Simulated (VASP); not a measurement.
# GaCuSe2 (I-42d) in VASP: a series of runs, part 2 of 2

VASP 6.6.1.

## Step 3: Single point, PBEsol

This run uses another cell than the first one, of 21.47 Å³/atom.

INCAR reads:

```
SYSTEM = GaCuSe2
ALGO = Normal
EDIFF = 1E-7
ENCUT = 520
GGA = PS
ISIF = 2
ISMEAR = -1
LASPH = .TRUE.
LCHARG = .TRUE.
LELF = .TRUE.
LREAL = .FALSE.
LVHAR = .TRUE.
LWAVE = .FALSE.
NBANDS = 46
NELM = 80
PREC = Accurate
SIGMA = 0.02
```

KPOINTS reads:

```
k-points
0
G
  6 6 6
  0 0 0
```

POSCAR reads:

```
GaCuSe2
1.0
   -2.7850975028      2.7850975028      5.5356019997
    2.7850975028     -2.7850975028      5.5356019997
    2.7850975028      2.7850975028     -5.5356019997
Ga Cu Se
2 2 4
Direct
    0.5000000000      0.5000000000      0.0000000000
    0.2500000000      0.7500000000      0.5000000000
    0.0000000000      0.0000000000      0.0000000000
    0.7500000000      0.2500000000      0.5000000000
    0.3750000000      0.3668635760      0.4918635760
    0.6331364240      0.1250000000      1.0081364240
    0.8750000000      0.8831364240      0.5081364240
    0.1168635760      0.6250000000     -0.0081364240
```

Potentials or basis: VASP PAW PBE potentials, release 64 (Ga_d, Cu, Se).

Started as:

```bash
> cat potpaw_PBE.64/Ga_d/POTCAR potpaw_PBE.64/Cu/POTCAR potpaw_PBE.64/Se/POTCAR > POTCAR
> mpirun -np 1 vasp_std > vasp.out
```

OUTCAR:

```text
SYSTEM = GaCuSe2
   EDIFF = 1E-7
   ENCUT = 520
   GGA = PS
   ISIF = 2
   ISMEAR = -1
   LASPH = .TRUE.
   LREAL = .FALSE.
   NELM = 80
   PREC = Accurate

 ion  position               nearest neighbor table
   1  0.500  0.500  0.000-   8 2.43   6 2.43   7 2.43   5 2.43
   2  0.250  0.750  0.500-   5 2.43   6 2.43   7 2.43   8 2.43
   3  0.000  0.000  0.000-   5 2.38   6 2.38   7 2.38   8 2.38
   4  0.750  0.250  0.500-   5 2.38   6 2.38   7 2.38   8 2.38
   5  0.375  0.367  0.492-   3 2.38   4 2.38   2 2.43   1 2.43
   6  0.633  0.125  0.008-   3 2.38   4 2.38   1 2.43   2 2.43
   7  0.875  0.883  0.508-   3 2.38   4 2.38   2 2.43   1 2.43
   8  0.117  0.625  0.992-   3 2.38   4 2.38   1 2.43   2 2.43

  LATTYP: Found a body centered tetragonal cell.
 ALAT       =     5.5701950056
 C/A-ratio  =     1.9875792478

  Lattice vectors:

 A1 = (  -2.7850975028,   2.7850975028,   5.5356019997)
 A2 = (   2.7850975028,  -2.7850975028,   5.5356019997)
 A3 = (   2.7850975028,   2.7850975028,  -5.5356019997)

Analysis of symmetry for initial positions (statically):
=====================================================================
 Subroutine PRICEL returns:
 Original cell was already a primitive cell.

 Routine SETGRP: Setting up the symmetry group for a
 body centered tetragonal supercell.

 Subroutine GETGRP returns: Found  8 space group operations
 (whereof  4 operations were pure point group operations)
 out of a pool of 16 trial point group operations.

The static configuration has the point symmetry S_4 .
 The point group associated with its full space group is D_2d.

Analysis of symmetry for dynamics (positions and initial velocities):
=====================================================================
 Subroutine PRICEL returns:
 Original cell was already a primitive cell.

 Routine SETGRP: Setting up the symmetry group for a
 body centered tetragonal supercell.

 Subroutine GETGRP returns: Found  8 space group operations
 (whereof  4 operations were pure point group operations)
 out of a pool of 16 trial point group operations.

The dynamic configuration has the point symmetry S_4 .
 The point group associated with its full space group is D_2d.

 Subroutine INISYM returns: Found  8 space group operations
 (whereof  4 operations are pure point group operations),
 and found     1 'primitive' translations

----------------------------------------------------------------------------------------

                                     Primitive cell

  volume of cell :     171.7535

  direct lattice vectors                    reciprocal lattice vectors
    -2.785097503  2.785097503  5.535602000     0.000000000  0.179526928  0.090324413
     2.785097503 -2.785097503  5.535602000     0.179526928  0.000000000  0.090324413
     2.785097503  2.785097503 -5.535602000     0.179526928  0.179526928  0.000000000

  length of vectors
     6.793852052  6.793852052  6.793852052     0.200968698  0.200968698  0.253889417

  position of ions in fractional coordinates (direct lattice)
     0.500000000  0.500000000  0.000000000
     0.250000000  0.750000000  0.500000000
     0.000000000  0.000000000  0.000000000
     0.750000000  0.250000000  0.500000000
     0.375000000  0.366863576  0.491863576
     0.633136424  0.125000000  0.008136424
[... 47 lines left out ...]
  0.333333  0.166667 -0.000000     16.000000
[... 16 lines left out ...]
 -0.333333 -0.333333  0.166667      8.000000
 -0.166667 -0.333333  0.166667      8.000000
 [... further k-points ...]
   k-points           NKPTS =     30   k-points in BZ     NKDIM =     30   number of bands    NBANDS=     46
   number of dos      NEDOS =    301   number of ions     NIONS =      8
   total plane-waves  NPLWV = 157464
   dimension x,y,z NGX =    54 NGY =   54 NGZ =   54
   dimension x,y,z NGXF=   108 NGYF=  108 NGZF=  108
   ions per type =               2   2   4
   NGX,Y,Z   is equivalent  to a cutoff of  13.21, 13.21, 13.21 a.u.
   NGXF,Y,Z  is equivalent  to a cutoff of  26.43, 26.43, 26.43 a.u.
 SYSTEM =  GaCuSe2
   PREC   = accura    normal or accurate (medium, high low for compatibility)
   ISTART =      0    job   : 0-new  1-cont  2-samecut
   ICHARG =      2    charge: 1-file 2-atom 10-const
   ISPIN  =      1    spin polarized calculation?
   LNONCOLLINEAR =      F non collinear calculations
   LSORBIT =      F    spin-orbit coupling
   LASPH  =      T    aspherical Exc in radial PAW
   ENCUT  =  520.0 eV  38.22 Ry    6.18 a.u.  12.63 12.63 12.63*2*pi/ulx,y,z
   NELM   =     80;   NELMIN=  2; NELMDL= -5     # of ELM steps
   EDIFF  = 0.1E-06   stopping-criterion for ELM
   LREAL  =      F    real-space projection
   EDIFFG = 0.1E-05   stopping-criterion for IOM
   NSW    =      0    number of steps for IOM
   IBRION =     -1    ionic relax: 0-MD 1-quasi-New 2-CG
   NFREE  =      0    steps in history (QN), initial steepest desc. (CG)
   ISIF   =      2    stress and relaxation
   ISYM   =      2    0-nonsym 1-usesym 2-fastsym
   POTIM  = 0.5000    time-step for ionic-motion
   TEBEG  =    0.0;   TEEND  =   0.0 temperature during run
   PSTRESS=    0.0 pullay stress
   NELECT =      72.0000    total number of electrons
   NUPDOWN=      -1.0000    fix difference up-down
   EMIN   =  10.00;   EMAX   =-10.00  energy-range for DOS
   EFERMI =   0.00;   METHOD = LEGACY
   ISMEAR =    -1;   SIGMA  =   0.02  broadening in eV -4-tet -1-fermi 0-gaus
   EFERMI_NEDOS =   21; number of points for ismear=-14 and -15
   IALGO  =     38    algorithm
   IMIX   =      4    mixing-type and parameters
     AMIX     =   0.40;   BMIX     =  1.00
     AMIX_MAG =   1.60;   BMIX_MAG =  1.00
  volume/ion in A,a.u.               =      21.47       144.88
  Fermi-wavevector in a.u.,A,eV,Ry     =   1.225229  2.315346 20.424862  1.501185
  Thomas-Fermi vector in A             =   2.360274
   LORBIT       =      0    0 simple, 1 ext, 2 COOP (PROOUT), +10 PAW based schemes
   GGA     = PS    functional components
   LHFCALC =     F    Hartree Fock is set to
   AEXX    =    0.0000 exact exchange contribution
   IVDW    =     0    specifies the selected vdW correction
   LEPSILON=     F    determine dielectric tensor
   LRPA    =     F    only Hartree local field effects (RPA)
 non-spin polarized calculation
  energy-cutoff  :      520.00
  volume of cell :      171.75
 maximum number of plane-waves:      4664
 NGX is ok and might be reduce to    54
   NGX = 25   NGY = 25   NGZ = 25

 number of electron      72.0000014 magnetization

 Free energy of the ion-electron system (eV)
  ---------------------------------------------------
  ext. energy  EPLUGINS =         0.00000000
  ---------------------------------------------------
  free energy    TOTEN  =       -34.40652185 eV

  energy without entropy =      -34.40647581  energy(sigma->0) =      -34.40649883

 E-fermi :   4.1249     XC(G=0):  -9.8995

 val. band max:        4.0520999426   @ k =   0.0000   0.0000   0.0000
 cond. band min:       4.1970835217   @ k =   0.0000   0.0000   0.0000
 fundamental gap:      0.1449835791
 Fermi energy:         4.1248994125

 k-point     1 :       0.0000    0.0000    0.0000
  band No.  band energies     occupation
      1     -11.4728      2.00000
      2     -11.4709      2.00000
      3     -11.4709      2.00000
      4     -11.3166      2.00000
      5     -11.3017      2.00000
      6     -11.3017      2.00000
[... 1165 lines left out ...]
     45       9.0754      0.00000
     46       9.4324      0.00000

 [... further k-points ...]

------------------------ aborting loop because EDIFF is reached ----------------------------------------

  FORCE on cell =-STRESS in cart. coord.  units (eV):
  Direction    XX          YY          ZZ          XY          YZ          ZX
  --------------------------------------------------------------------------------------
  -------------------------------------------------------------------------------------
  Total        0.2222754      0.2222754      0.2324613      0.0000000      0.0000000      0.0000000
  in kB        2.0734632      2.0734632      2.1684807      0.0000000      0.0000000      0.0000000
  external PRESSURE =       2.1051357 kB  Pullay stress =       0.0000000 kB

 VOLUME and BASIS-vectors are now :
 -----------------------------------------------------------------------------
  energy-cutoff  :      520.00
  volume of cell :      171.75
      direct lattice vectors                 reciprocal lattice vectors
    -2.785097503  2.785097503  5.535602000     0.000000000  0.179526928  0.090324413
     2.785097503 -2.785097503  5.535602000     0.179526928  0.000000000  0.090324413
     2.785097503  2.785097503 -5.535602000     0.179526928  0.179526928  0.000000000

 POSITION                                       TOTAL-FORCE (eV/Angst)
 -----------------------------------------------------------------------------------
      0.00000      0.00000      5.53560        -0.000000     -0.000000      0.000000
      2.78510     -0.00000      2.76780        -0.000000     -0.000000      0.000000
      0.00000      0.00000      0.00000        -0.000000     -0.000000      0.000000
     -0.00000      2.78510      2.76780         0.000000     -0.000000     -0.000000
      1.34723      1.39255      1.38390         0.021957     -0.000000      0.000000
     -1.39255      1.43787      4.15170        -0.000000     -0.021957      0.000000
      1.43787      1.39255      6.91950        -0.021957     -0.000000      0.000000
      4.17765      1.34723     -1.38390         0.000000      0.021957      0.000000
 -----------------------------------------------------------------------------------
    total drift:                                0.000003      0.000003      0.000002

  FREE ENERGIE OF THE ION-ELECTRON SYSTEM (eV)
  ---------------------------------------------------
  free  energy   TOTEN  =       -34.4065218504 eV

  energy  without entropy=      -34.4064758075  energy(sigma->0) =      -34.40649883
```

Run time: 3.7 min. Hardware: 1 thread of Intel Xeon 6975P-C (Granite Rapids), shared host; peak memory 0.51 GiB.

What came out:

* Free energy: -34.4065 eV
* Pressure: 0.2 GPa
* Largest force: 0.022 eV/Å
* Band gap on the k mesh: 0.14 eV

Forces on the atoms (eV/Å):
```
Ga   0.000  0.000  0.000
Ga   0.000  0.000  0.000
Cu   0.000  0.000  0.000
Cu   0.000  0.000  0.000
Se   0.022  0.000  0.000
Se   0.000 -0.022  0.000
Se  -0.022  0.000  0.000
Se   0.000  0.022  0.000
```

Levels at points of the mesh, in eV from the valence-band top:
```tsv
k point	band 34	band 35	band 36	band 37	band 38	band 39
(0.00, 0.00, 0.00)	-0.09	-0.09	0.00	0.14	1.77	2.09
(0.50, 0.00, 0.00)	-1.33	-1.25	-0.63	2.16	2.50	3.10
(0.50, 0.50, 0.00)	-0.89	-0.54	-0.54	1.04	1.04	3.32
(0.50, 0.50, 0.50)	-1.31	-0.99	-0.99	1.70	1.70	1.78
```

Caveat: semilocal functionals underestimate gaps, and a narrow one can read as zero; the PAW data sets were made with another functional, which shifts forces and pressure a little.

## Step 4: Single point, PBE

This run uses another cell than the first one, of 21.82 Å³/atom.

INCAR reads:

```
PREC     = Accurate       # precision mode
ENCUT    = 520            # plane-wave cutoff, eV
EDIFF    = 1E-6           # SCF threshold, eV
ISMEAR   = -1             # smearing method
SIGMA    = 0.02           # smearing width, eV
LREAL    = F              # projectors in reciprocal space
LASPH    = T              # aspherical terms in the spheres
NELM     = 100            # most SCF steps
ALGO     = Normal         # electronic algorithm
ISIF     = 2              # what is computed and relaxed
LWAVE    = F              # write WAVECAR
LCHARG   = T              # write CHGCAR
GGA      = PE             # functional
LELF     = T              # ELF
LVHAR    = T            
NBANDS   = 46             # bands
```

KPOINTS reads:

```
Automatic mesh
0
Gamma
  6 6 6
```

POSCAR reads:

```
GaCuSe2
1.0
   -2.8041296817      2.8041296817      5.5492792808
    2.8041296817     -2.8041296817      5.5492792808
    2.8041296817      2.8041296817     -5.5492792808
Ga Cu Se
2 2 4
Direct
    0.5000000000      0.5000000000      0.0000000000
    0.2500000000      0.7500000000      0.5000000000
    0.0000000000      0.0000000000      0.0000000000
    0.7500000000      0.2500000000      0.5000000000
    0.3750000000      0.3713580568      0.4963580568
    0.6286419432      0.1250000000      1.0036419432
    0.8750000000      0.8786419432      0.5036419432
    0.1213580568      0.6250000000     -0.0036419432
```

Started as:

```bash
> cat potpaw_PBE.64/Ga_d/POTCAR potpaw_PBE.64/Cu/POTCAR potpaw_PBE.64/Se/POTCAR > POTCAR
> mpirun -np 1 vasp_std > vasp.out
```

It took 3.8 min on 1 thread of Intel Xeon 6975P-C (Granite Rapids), shared host; peak memory 0.5 GiB.

Results (log left out):

| Item | Value |
| --- | --- |
| Free energy | -31.0664 eV |
| Pressure | 2.7 GPa |
| Largest force | 0.153 eV/Å |
| Band gap on the k mesh | 0.20 eV |

Forces in eV/Å, atoms in the order of the input:
```
Ga   0.000  0.000  0.000
Ga   0.000  0.000  0.000
Cu   0.000  0.000  0.000
Cu   0.000  0.000  0.000
Se  -0.153  0.000  0.000
Se   0.000  0.153  0.000
Se   0.153  0.000  0.000
Se   0.000 -0.153  0.000
```

Levels at points of the mesh, in eV from the valence-band top:
| k point | band 32 | band 33 | band 34 | band 35 | band 36 | band 37 | band 38 | band 39 | band 40 | band 41 |
| --- | --- | --- | --- | --- | --- | --- | --- | --- | --- | --- |
| (0.00, 0.00, 0.00) | -1.68 | -1.58 | -0.11 | -0.11 | 0.00 | 0.20 | 1.92 | 2.22 | 3.96 | 3.96 |
| (0.50, 0.00, 0.00) | -1.41 | -1.35 | -1.23 | -1.14 | -0.57 | 2.15 | 2.53 | 3.20 | 4.10 | 4.17 |
| (0.50, 0.50, 0.00) | -1.37 | -0.83 | -0.83 | -0.50 | -0.50 | 1.13 | 1.13 | 3.36 | 3.36 | 4.70 |
| (0.50, 0.50, 0.50) | -1.31 | -1.23 | -1.23 | -0.92 | -0.92 | 1.80 | 1.80 | 1.94 | 1.94 | 2.91 |

Caveat: semilocal functionals underestimate gaps, and a narrow one can read as zero.

## Step 5: Overview

| level | potentials or basis | cell | gap on the mesh (eV) | pressure (GPa) | largest force (eV/Å) |
| --- | --- | --- | --- | --- | --- |
| LDA | VASP PAW LDA potentials, release 64 (Ga_d, Cu, Se) | a = 6.722 Å, angles 131.6, 131.6, 70.8°, 8 atoms, atomic positions A | 0.22 | 0.3 | 0.01 |
| PBEsol | VASP PAW PBE potentials, release 64 (Ga_d, Cu, Se) | a = 6.794 Å, angles 131.6, 131.6, 70.9°, 8 atoms, atomic positions B | 0.14 | 0.2 | 0.02 |
| PBE | VASP PAW PBE potentials, release 64 (Ga_d, Cu, Se) | a = 6.821 Å, angles 131.4, 131.4, 71.1°, 8 atoms, atomic positions C | 0.20 | 2.7 | 0.15 |

Alike in all rows: task single point; no spin polarisation; k mesh 6 × 6 × 6; cutoff (eV) 520; smearing fermi-dirac 0.02 eV.

Caveats: semilocal functionals underestimate gaps, and a narrow one can read as zero; the PAW data sets were made with another functional, which shifts forces and pressure a little (at least some runs).

Absolute energies hang on the potentials; compare differences alone.

## Step 6: Against experiment

Step 2. Measured gap of GaCuSe2: 1.72 eV (“Growth and anisotropy of transport properties of CuGaSe2 single crystals”, 2018, pmc:6251020). This calculation gives 0.22 eV (-1.50 eV). So large a miss can be the level of theory's own, or it may mean another phase, state or a wrong row. 2 values of this kind are on record in papers (1.7 to 1.72 eV); this one was drawn at random among those near their median. Spin-orbit coupling on Ga, Se is left out. The value is that of LDA, without temperature or zero-point motion. Semilocal functionals fall short of measured gaps as a rule.

Step 3. Measured gap of GaCuSe2: 1.72 eV (“Growth and anisotropy of transport properties of CuGaSe2 single crystals”, 2018, pmc:6251020). This calculation gives 0.14 eV (-1.57 eV). So large a miss can be the level of theory's own, or it may mean another phase, state or a wrong row. 2 values of this kind are on record in papers (1.7 to 1.72 eV); this one was drawn at random among those near their median. Spin-orbit coupling on Ga, Se is left out. The value is that of PBEsol, without temperature or zero-point motion. Semilocal functionals fall short of measured gaps as a rule.
